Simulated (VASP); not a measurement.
# AlP (F-43m) in VASP: further runs

The runs below take AlP through single point, with PBE-based screened hybrid with 100 % exact exchange, PBE-based screened hybrid with 50 % exact exchange.

Everything below comes from runs of VASP 6.6.1. Logs are shortened: lines on timing, memory, paths and dates and some standing lists are left out, and cuts for length are marked.

### 1 The cell of the first run

It takes space group F-43m (No. 216, cubic). The conventional cell has a = 5.479 Å, b = 5.479 Å, c = 5.479 Å, α = 90.00°, β = 90.00°, γ = 90.00°. Al (site symmetry -43m) has 4 P at 2.37 Å within 3.1 Å. P (site symmetry -43m) has 4 Al at 2.37 Å within 3.1 Å.

### 2 Single point, PBE-based screened hybrid with 100 % exact exchange

POSCAR reads:

```
AlP
1.0
    0.0000000000      2.7392607946      2.7392607946
    2.7392607946      0.0000000000      2.7392607946
    2.7392607946      2.7392607946      0.0000000000
Al P
1 1
Direct
    0.0000000000      0.0000000000      0.0000000000
    0.2500000000      0.2500000000      0.2500000000
```

INCAR.step1 reads:

```
SYSTEM = AlP
ALGO = Normal
EDIFF = 1E-5
ENCUT = 400
GGA = PE
GGA_COMPAT = .FALSE.
ISIF = 2
ISMEAR = 0
LASPH = .TRUE.
LCHARG = .FALSE.
LREAL = .FALSE.
LWAVE = .TRUE.
NBANDS = 11
NELM = 120
PREC = Accurate
SIGMA = 0.01
```

INCAR.step2 reads:

```
SYSTEM = AlP
AEXX = 1.0
AGGAC = 1.0
ALDAC = 1.0
ALGO = Normal
EDIFF = 1E-6
ENCUT = 400
GGA = PE
GGA_COMPAT = .FALSE.
HFSCREEN = 0.5
ISIF = 2
ISMEAR = 0
ISTART = 1
LASPH = .TRUE.
LCHARG = .FALSE.
LHFCALC = .TRUE.
LREAL = .FALSE.
LWAVE = .FALSE.
NBANDS = 11
NELM = 120
PREC = Accurate
PRECFOCK = Normal
SIGMA = 0.01
```

KPOINTS reads:

```
k-points
0
G
  4 4 4
  0 0 0
```

Potentials or basis: VASP PAW PBE potentials, release 64 (Al, P).

Run with:

```bash
$ cat potpaw_PBE.64/Al/POTCAR potpaw_PBE.64/P/POTCAR > POTCAR
$ cp INCAR.step1 INCAR
$ mpirun -np 1 vasp_std > vasp.out
$ cp INCAR.step2 INCAR
$ mpirun -np 1 vasp_std > vasp.out
```

OUTCAR:

```text
SYSTEM = AlP
   AEXX = 1.0
   EDIFF = 1E-6
   ENCUT = 400
   GGA = PE
   HFSCREEN = 0.5
   ISIF = 2
   ISMEAR = 0
   ISTART = 1
   LASPH = .TRUE.
   LHFCALC = .TRUE.
   LREAL = .FALSE.
   NELM = 120
   PREC = Accurate
   PRECFOCK = Normal

 ion  position               nearest neighbor table
   1  0.000  0.000  0.000-   2 2.37   2 2.37   2 2.37   2 2.37
   2  0.250  0.250  0.250-   1 2.37   1 2.37   1 2.37   1 2.37

  LATTYP: Found a face centered cubic cell.
 ALAT       =     5.4785215892

  Lattice vectors:

 A1 = (   0.0000000000,   2.7392607946,   2.7392607946)
 A2 = (   2.7392607946,   0.0000000000,   2.7392607946)
 A3 = (   2.7392607946,   2.7392607946,   0.0000000000)

Analysis of symmetry for initial positions (statically):
=====================================================================
 Subroutine PRICEL returns:
 Original cell was already a primitive cell.

 Routine SETGRP: Setting up the symmetry group for a
 face centered cubic supercell.

 Subroutine GETGRP returns: Found 24 space group operations
 (whereof 24 operations were pure point group operations)
 out of a pool of 48 trial point group operations.

The static configuration has the point symmetry T_d .

Analysis of symmetry for dynamics (positions and initial velocities):
=====================================================================
 Subroutine PRICEL returns:
 Original cell was already a primitive cell.

 Routine SETGRP: Setting up the symmetry group for a
 face centered cubic supercell.

 Subroutine GETGRP returns: Found 24 space group operations
 (whereof 24 operations were pure point group operations)
 out of a pool of 48 trial point group operations.

The dynamic configuration has the point symmetry T_d .

 Subroutine INISYM returns: Found 24 space group operations
 (whereof 24 operations are pure point group operations),
 and found     1 'primitive' translations

----------------------------------------------------------------------------------------

                                     Primitive cell

  volume of cell :      41.1084

  direct lattice vectors                    reciprocal lattice vectors
     0.000000000  2.739260795  2.739260795    -0.182530996  0.182530996  0.182530996
     2.739260795  0.000000000  2.739260795     0.182530996 -0.182530996  0.182530996
     2.739260795  2.739260795  0.000000000     0.182530996  0.182530996 -0.182530996

  length of vectors
     3.873899767  3.873899767  3.873899767     0.316152958  0.316152958  0.316152958

  position of ions in fractional coordinates (direct lattice)
     0.000000000  0.000000000  0.000000000
     0.250000000  0.250000000  0.250000000

  ion indices of the primitive-cell ions
   primitive index   ion index
                 1           1
                 2           2

----------------------------------------------------------------------------------------

 KPOINTS: k-points

Automatic generation of k-mesh.
 Grid dimensions read from file:
 generate k-points for:    4    4    4

 Generating k-lattice:

  Cartesian coordinates                     Fractional coordinates (reciprocal lattice)
    -0.045632749  0.045632749  0.045632749     0.250000000  0.000000000  0.000000000
     0.045632749 -0.045632749  0.045632749     0.000000000  0.250000000  0.000000000
     0.045632749  0.045632749 -0.045632749     0.000000000  0.000000000  0.250000000

  Length of vectors
     0.079038240  0.079038240  0.079038240

  Shift w.r.t. Gamma in fractional coordinates (k-lattice)
     0.000000000  0.000000000  0.000000000

 Subroutine IBZKPT returns following result:
 ===========================================

 Found      8 irreducible k-points:

 Following reciprocal coordinates:
            Coordinates               Weight
  0.000000  0.000000  0.000000      1.000000
  0.250000  0.000000  0.000000      8.000000
  0.500000  0.000000  0.000000      4.000000
  0.250000  0.250000  0.000000      6.000000
  0.500000  0.250000  0.000000     24.000000
 -0.250000  0.250000  0.000000     12.000000
  0.500000  0.500000  0.000000      3.000000
 -0.250000  0.500000  0.250000      6.000000
   k-points           NKPTS =      8   k-points in BZ     NKDIM =     64   number of bands    NBANDS=     11
   number of dos      NEDOS =    301   number of ions     NIONS =      2
   total plane-waves  NPLWV =  21952
   dimension x,y,z NGX =    28 NGY =   28 NGZ =   28
   dimension x,y,z NGXF=    56 NGYF=   56 NGZF=   56
   ions per type =               1   1
   NGX,Y,Z   is equivalent  to a cutoff of  12.02, 12.02, 12.02 a.u.
   NGXF,Y,Z  is equivalent  to a cutoff of  24.03, 24.03, 24.03 a.u.
 SYSTEM =  AlP
   PREC   = accura    normal or accurate (medium, high low for compatibility)
   ISTART =      1    job   : 0-new  1-cont  2-samecut
   ICHARG =      0    charge: 1-file 2-atom 10-const
   ISPIN  =      1    spin polarized calculation?
   LNONCOLLINEAR =      F non collinear calculations
   LSORBIT =      F    spin-orbit coupling
   LASPH  =      T    aspherical Exc in radial PAW
   ENCUT  =  400.0 eV  29.40 Ry    5.42 a.u.   6.32  6.32  6.32*2*pi/ulx,y,z
   NELM   =    120;   NELMIN=  2; NELMDL=  0     # of ELM steps
   EDIFF  = 0.1E-05   stopping-criterion for ELM
   LREAL  =      F    real-space projection
   EDIFFG = 0.1E-04   stopping-criterion for IOM
   NSW    =      0    number of steps for IOM
   IBRION =     -1    ionic relax: 0-MD 1-quasi-New 2-CG
   NFREE  =      0    steps in history (QN), initial steepest desc. (CG)
   ISIF   =      2    stress and relaxation
   ISYM   =      3    0-nonsym 1-usesym 2-fastsym
   POTIM  = 0.5000    time-step for ionic-motion
   TEBEG  =    0.0;   TEEND  =   0.0 temperature during run
   PSTRESS=    0.0 pullay stress
   NELECT =       8.0000    total number of electrons
   NUPDOWN=      -1.0000    fix difference up-down
   EMIN   =  10.00;   EMAX   =-10.00  energy-range for DOS
   EFERMI =   0.00;   METHOD = LEGACY
   ISMEAR =     0;   SIGMA  =   0.01  broadening in eV -4-tet -1-fermi 0-gaus
   EFERMI_NEDOS =   21; number of points for ismear=-14 and -15
   IALGO  =     38    algorithm
   IMIX   =      1    mixing-type and parameters
     AMIX     =   0.40;   BMIX     =  1.00
     AMIX_MAG =   1.60;   BMIX_MAG =  1.00
  volume/ion in A,a.u.               =      20.55       138.71
  Fermi-wavevector in a.u.,A,eV,Ry     =   0.948698  1.792780 12.245630  0.900028
  Thomas-Fermi vector in A             =   2.076911
   LORBIT       =      0    0 simple, 1 ext, 2 COOP (PROOUT), +10 PAW based schemes
   GGA     = PE    functional components
   LHFCALC =     T    Hartree Fock is set to
   PRECFOCK=normal    Normal, Fast or Accurate (Low or Medium for compatibility)
   ENCUT4O =  -1.0   cutoff for four orbital integrals eV
   NKREDX  =     1    reduce k-point grid by
   NKREDY  =     1    reduce k-point grid by
   NKREDZ  =     1    reduce k-point grid by
   AEXX    =    1.0000 exact exchange contribution
   HFSCREEN=    0.5000 screening length (either q_TF or 0.3 A-1)
   HFSCREENC=   0.5000 screening length for correlation (either q_TF or 0.3 A-1)
   ENCUTFOCK=  -1.0 apply spherical cutoff to Coloumb kernel
   IVDW    =     0    specifies the selected vdW correction
   LEPSILON=     F    determine dielectric tensor
   LRPA    =     F    only Hartree local field effects (RPA)
 non-spin polarized calculation
 Gauss-broadening in eV      SIGMA  =   0.01
  energy-cutoff  :      400.00
  volume of cell :       41.11
 maximum number of plane-waves:       754
 NGX is ok and might be reduce to    28
  NGX = 20; NGY = 20; NGZ = 20

 number of electron       8.0000001 magnetization

 Free energy of the ion-electron system (eV)
  ---------------------------------------------------
  ext. energy  EPLUGINS =         0.00000000
  ---------------------------------------------------
  free energy    TOTEN  =       -13.95097990 eV

  energy without entropy =      -13.95097990  energy(sigma->0) =      -13.95097990

 E-fermi :   3.6632     XC(G=0):  -4.6926

 val. band max:        3.5251055347   @ k =   0.0000   0.0000   0.0000
 cond. band min:       6.4049810192   @ k =   0.5000   0.5000   0.0000
 fundamental gap:      2.8798754845
 Fermi energy:         3.6632312273

 k-point     1 :       0.0000    0.0000    0.0000
  band No.  band energies     occupation
      1     -11.2390      2.00000
      2       3.5251      2.00000
      3       3.5251      2.00000
      4       3.5251      2.00000
      5       8.5979      0.00000
      6       9.8557      0.00000
      7       9.8557      0.00000
      8       9.8557      0.00000
      9      14.7689      0.00000
     10      14.7689      0.00000
     11      15.8576      0.00000

 k-point     2 :       0.2500    0.0000    0.0000
  band No.  band energies     occupation
      1     -10.4002      2.00000
      2      -0.1868      2.00000
      3       2.9990      2.00000
      4       2.9990      2.00000
      5       8.4837      0.00000
      6      10.5399      0.00000
      7      10.5399      0.00000
      8      12.5690      0.00000
      9      14.0931      0.00000
     10      14.0931      0.00000
     11      15.9673      0.00000

 k-point     3 :       0.5000    0.0000    0.0000
  band No.  band energies     occupation
      1      -9.1463      2.00000
      2      -3.0616      2.00000
      3       2.5978      2.00000
      4       2.5978      2.00000
      5       7.8784      0.00000
      6      10.1315      0.00000
      7      10.1315      0.00000
      8      13.7897      0.00000
      9      17.8671      0.00000
     10      17.8671      0.00000
     11      17.9060      0.00000
[... 43 lines left out ...]
 k-point     7 :       0.5000    0.5000    0.0000
  band No.  band energies     occupation
      1      -8.3110      2.00000
      2      -2.8923      2.00000
      3       1.0179      2.00000
      4       1.0179      2.00000
      5       6.4050      0.00000
      6       7.3878      0.00000
      7      17.5147      0.00000
      8      17.5147      0.00000
      9      18.5021      0.00000
     10      18.5389      0.00000
     11      18.5389      0.00000

 k-point     8 :      -0.2500    0.5000    0.2500
  band No.  band energies     occupation
      1      -8.2615      2.00000
      2      -2.4498      2.00000
      3      -0.1331      2.00000
      4       0.3261      2.00000
      5       9.4095      0.00000
      6      11.4150      0.00000
      7      11.5904      0.00000
      8      11.9690      0.00000
      9      17.7253      0.00000
     10      18.5132      0.00000
     11      19.7661      0.00000

------------------------ aborting loop because EDIFF is reached ----------------------------------------

  FORCE on cell =-STRESS in cart. coord.  units (eV):
  Direction    XX          YY          ZZ          XY          YZ          ZX
  --------------------------------------------------------------------------------------
  -------------------------------------------------------------------------------------
  Total       -0.6112942     -0.6112942     -0.6112942      0.0000000      0.0000000      0.0000000
  in kB      -23.8248816    -23.8248816    -23.8248816      0.0000000      0.0000000      0.0000000
  external PRESSURE =     -23.8248816 kB  Pullay stress =       0.0000000 kB

 VOLUME and BASIS-vectors are now :
 -----------------------------------------------------------------------------
  energy-cutoff  :      400.00
  volume of cell :       41.11
      direct lattice vectors                 reciprocal lattice vectors
     0.000000000  2.739260795  2.739260795    -0.182530996  0.182530996  0.182530996
     2.739260795  0.000000000  2.739260795     0.182530996 -0.182530996  0.182530996
     2.739260795  2.739260795  0.000000000     0.182530996  0.182530996 -0.182530996

 POSITION                                       TOTAL-FORCE (eV/Angst)
 -----------------------------------------------------------------------------------
      0.00000      0.00000      0.00000         0.000000      0.000000      0.000000
      1.36963      1.36963      1.36963        -0.000000     -0.000000     -0.000000
 -----------------------------------------------------------------------------------
    total drift:                               -0.000064      0.000011     -0.000036

  FREE ENERGIE OF THE ION-ELECTRON SYSTEM (eV)
  ---------------------------------------------------
  free  energy   TOTEN  =       -13.9509799033 eV

  energy  without entropy=      -13.9509799033  energy(sigma->0) =      -13.95097990
```

It took 40 s on 1 thread of Intel Xeon 6975P-C (Granite Rapids), shared host; peak memory 0.25 GiB.

What came out:

- Free energy: -13.9510 eV
- Pressure: -2.4 GPa
- Band gap on the k mesh: 2.88 eV (least direct gap 5.07 eV)

Levels at points of the mesh, in eV from the valence-band top:
```tsv
k point	band 2	band 3	band 4	band 5	band 6	band 7
(0.00, 0.00, 0.00)	0.00	0.00	0.00	5.07	6.33	6.33
(0.50, 0.00, 0.00)	-6.59	-0.93	-0.93	4.35	6.61	6.61
(0.50, 0.50, 0.00)	-6.42	-2.51	-2.51	2.88	3.86	13.99
```

Caveat: the k points lie up to 0.50 Å⁻¹ apart; the PAW data sets were made with another functional, which shifts forces and pressure a little.

### 3 Single point, PBE-based screened hybrid with 50 % exact exchange

POSCAR is that of step 2.

INCAR.step1 reads:

```
SYSTEM = AlP
PREC = Accurate
ENCUT = 400
EDIFF = 1E-5
ISMEAR = 0
SIGMA = 0.01
LREAL = .FALSE.
LASPH = .TRUE.
NELM = 120
ALGO = Normal
ISIF = 2
LWAVE = .TRUE.
LCHARG = .FALSE.
NBANDS = 11
GGA = PE
GGA_COMPAT = .FALSE.
```

INCAR.step2 reads:

```
SYSTEM = AlP
PREC = Accurate
ENCUT = 400
EDIFF = 1E-6
ISMEAR = 0
SIGMA = 0.01
LREAL = .FALSE.
LASPH = .TRUE.
NELM = 120
ALGO = Normal
ISIF = 2
LWAVE = .FALSE.
LCHARG = .FALSE.
GGA = PE
LHFCALC = .TRUE.
AEXX = 0.5
HFSCREEN = 0.1
PRECFOCK = Normal
NBANDS = 11
ISTART = 1
GGA_COMPAT = .FALSE.
```

KPOINTS reads:

```
regular mesh
0
G
  4 4 4
  0 0 0
```

Potentials or basis: VASP PAW PBE potentials, release 64 (Al, P).

Run with:

```bash
$ cat potpaw_PBE.64/Al/POTCAR potpaw_PBE.64/P/POTCAR > POTCAR
$ cp INCAR.step1 INCAR
$ mpirun -np 1 vasp_std > vasp.out
$ cp INCAR.step2 INCAR
$ mpirun -np 1 vasp_std > vasp.out
```

It took 41 s on 1 thread of Intel Xeon 6975P-C (Granite Rapids), shared host; peak memory 0.25 GiB.

It converged, with:

```yaml
Free_energy: -14.6434 eV
Pressure: -2.1 GPa
Band_gap_on_the_k_mesh: 3.73 eV (least direct gap 5.83 eV)
```

Levels at points of the mesh, in eV from the valence-band top:
```
           k point  band 1  band 2  band 3  band 4  band 5  band 6  band 7  band 8  band 9
(0.00, 0.00, 0.00)  -14.01    0.00    0.00    0.00    5.83    7.19    7.19    7.19   11.98
(0.50, 0.00, 0.00)  -11.98   -6.68   -0.92   -0.92    5.20    7.45    7.45   11.04   15.01
(0.50, 0.50, 0.00)  -11.16   -6.44   -2.52   -2.52    3.73    4.74   14.58   14.58   15.53
```

Caveat: the k points lie up to 0.50 Å⁻¹ apart; the PAW data sets were made with another functional, which shifts forces and pressure a little.
